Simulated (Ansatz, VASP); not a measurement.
## W in VASP and in Ansatz

The input INCAR:

```
PREC = Accurate
ENCUT = 600
EDIFF = 1E-6
ISMEAR = -1
SIGMA = 0.15
LREAL = F
LASPH = T
NELM = 100
ALGO = Normal
ISIF = 3
LWAVE = F
LCHARG = F
GGA = CA
IBRION = 2
NSW = 80
EDIFFG = -0.001
```

File KPOINTS:

```
Automatic mesh
0
Gamma
  20 20 20
```

Contents of POSCAR:

```
W
1.0
    0.0000000000      1.9862702909      1.9862702909
    1.9862702909      0.0000000000      1.9862702909
    1.9862702909      1.9862702909      0.0000000000
W
1
Direct
    0.0000000000      0.0000000000      0.0000000000
```

Input for Ansatz:

```yaml
crystal:
  lattice:
    - [0.0, 1.9862702909, 1.9862702909]
    - [1.9862702909, 0.0, 1.9862702909]
    - [1.9862702909, 1.9862702909, 0.0]
  atoms:
    - { symbol: W, position: [0.0, 0.0, 0.0] }
basis:
  ecutwfc: 420
kpoints:
  mp_grid: { grid: [20, 20, 20] }
hamiltonian:
  xc: lda
scf:
  occupations: { method: fermi_dirac, width: 0.15 }
output:
  forces: true
  stress: true
  eigenvalues: true
  write_density: true
  write_potential: true
  elf: true
  volumetric_format: npy
relax:
  adjacent_minimum: "off"
  f_tol: 0.001
  max_steps: 60
  cell: { stress_tol: 0.01 }
```

Alike in both runs: task relaxation of cell and atoms; functional LDA; k mesh 20 × 20 × 20; occupations fermi-dirac, width 0.15 eV; no spin polarisation.

|  | VASP | Ansatz |
| --- | --- | --- |
| version | VASP 6.6.1 | Ansatz 0.2.0 |
| potentials or method | VASP PAW LDA potentials, release 64 (W_sv), cutoff 600 eV | scalar-relativistic, plane waves, PAW |
| valence electrons in the cell | 14 | 14 |

VASP gave:

```
gap on the k mesh at the Fermi level, each at its own relaxed structure (eV) : none
relaxed volume (Å³/atom)                                                     : 15.79
relaxed cell length with the largest relative difference (Å)                 : 2.816
```

**Question.** Which values does Ansatz return?

**Answer.** gap on the k mesh at the Fermi level, each at its own relaxed structure (eV): none; relaxed volume (Å³/atom): 15.69; relaxed cell length with the largest relative difference (Å): 2.810.

LDA's correlation is that of Perdew and Zunger in VASP and of Perdew and Wang (1992) in Ansatz. A gap of «none» marks a metal or a gap that the smearing closes.

Neither program's run includes spin-orbit coupling.
